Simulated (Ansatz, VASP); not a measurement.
Two plane-wave programs on Si

The input POSCAR:

```
Si
1.0
    0.0000000000      2.7350000000      2.7350000000
    2.7350000000      0.0000000000      2.7350000000
    2.7350000000      2.7350000000      0.0000000000
Si
2
Direct
    0.0000000000      0.0000000000      0.0000000000
    0.2500000000      0.2500000000      0.2500000000
```

Contents of INCAR.step1:

```
SYSTEM = Si
PREC = Accurate ; ENCUT = 520
EDIFF = 1E-5 ; ISMEAR = -1
SIGMA = 0.02 ; LREAL = .False.
LASPH = .True. ; NELM = 100
ALGO = Normal ; ISIF = 2
LWAVE = .True. ; LCHARG = .False.
GGA = PE ; NBANDS = 11
```

The input INCAR.step2:

```
SYSTEM = Si
PREC = Accurate ; ENCUT = 520
EDIFF = 1E-6 ; ISMEAR = -1
SIGMA = 0.02 ; LREAL = .False.
LASPH = .True. ; NELM = 100
ALGO = Normal ; ISIF = 2
LWAVE = .False. ; LCHARG = .False.
GGA = PE ; LHFCALC = .True.
HFSCREEN = 0.2079 ; PRECFOCK = Normal
ISTART = 1 ; NBANDS = 11
```

KPOINTS

```
Automatic mesh
0
Gamma
  8 8 8
  0 0 0
```

Input for Ansatz:

```yaml
crystal:
  lattice:
    - [0, 2.735, 2.735]
    - [2.735, 0, 2.735]
    - [2.735, 2.735, 0]
  atoms:
    - { symbol: Si, position: [0, 0, 0] }
    - { symbol: Si, position: [0.25, 0.25, 0.25] }
kpoints:
  mp_grid: { grid: [8, 8, 8] }
hamiltonian:
  xc: hse06
  pseudopotentials: { kind: paw }
scf:
  occupations: { method: fermi_dirac, width: 0.02 }
  convergence: { dr2_threshold: "1e-9 eV" }
  exx: { energy_threshold: "2e-8 eV", singularity: regularized }
output:
  forces: true
  stress: true
  eigenvalues: true
```

Alike in both runs: task single point; functional HSE06; k mesh 8 × 8 × 8; occupations fermi-dirac, width 0.02 eV; no spin polarisation.

```csv
,VASP,Ansatz
version,VASP 6.6.1,Ansatz 0.2.0 development build
potentials or method,"VASP PAW PBE potentials, release 64 (Si)","plane waves, PAW datasets (generated soft set 1)"
plane-wave cutoff (eV),520,420
valence electrons in the cell,8,8
```

VASP gave:

* gap on the k mesh at the Fermi level (eV): 1.22

Q: Which values does Ansatz return?

A: gap on the k mesh at the Fermi level (eV): 1.21.

With one functional, cell and mesh, what is left measures potentials, basis and numerics. Ansatz's warnings: stress scf threshold loose.
